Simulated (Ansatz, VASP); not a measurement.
**Rb in VASP and in Ansatz**

INCAR

```
PREC = Accurate
ENCUT = 520
EDIFF = 1E-6
ISMEAR = 0
SIGMA = 0.1
LREAL = F
LASPH = T
NELM = 60
ALGO = Normal
ISIF = 2
LWAVE = F
LCHARG = F
GGA = PE
NBANDS = 10
```

File KPOINTS:

```
Automatic mesh
0
Gamma
  10 10 10
```

File POSCAR:

```
Rb
1.0
   -2.8906136633      2.8906136633      2.8906136633
    2.8906136633     -2.8906136633      2.8906136633
    2.8906136633      2.8906136633     -2.8906136633
Rb
1
Direct
    0.0000000000      0.0000000000      0.0000000000
```

Input for Ansatz:

```yaml
crystal:
  lattice:
    - [-2.8906136633, 2.8906136633, 2.8906136633]
    - [2.8906136633, -2.8906136633, 2.8906136633]
    - [2.8906136633, 2.8906136633, -2.8906136633]
  atoms:
    - { symbol: Rb, position: [0.0, 0.0, 0.0] }
basis:
  ecutwfc: 420
kpoints:
  mp_grid: { grid: [10, 10, 10] }
hamiltonian:
  xc: pbe
scf:
  occupations: { method: gaussian, width: 0.1 }
output:
  forces: true
  stress: true
  eigenvalues: true
```

Alike in both runs: task single point; functional PBE; k mesh 10 × 10 × 10; occupations gaussian, width 0.1 eV; no spin polarisation.

|  | VASP | Ansatz |
| --- | --- | --- |
| version | VASP 6.6.1 | Ansatz 0.2.0 |
| potentials or method | VASP PAW PBE potentials, release 64 (Rb_sv), cutoff 520 eV | scalar-relativistic, plane waves, PAW |
| valence electrons in the cell | 9 | 9 |

|  | VASP | Ansatz | Ansatz less VASP |
| --- | --- | --- | --- |
| gap on the k mesh at the Fermi level (eV) | none | none | - |
| pressure (GPa) | -0.1 | -0.1 | 0.00 |

A gap of «none» marks a metal or a gap that the smearing closes. With one functional, cell and mesh, what is left measures potentials, basis and numerics.
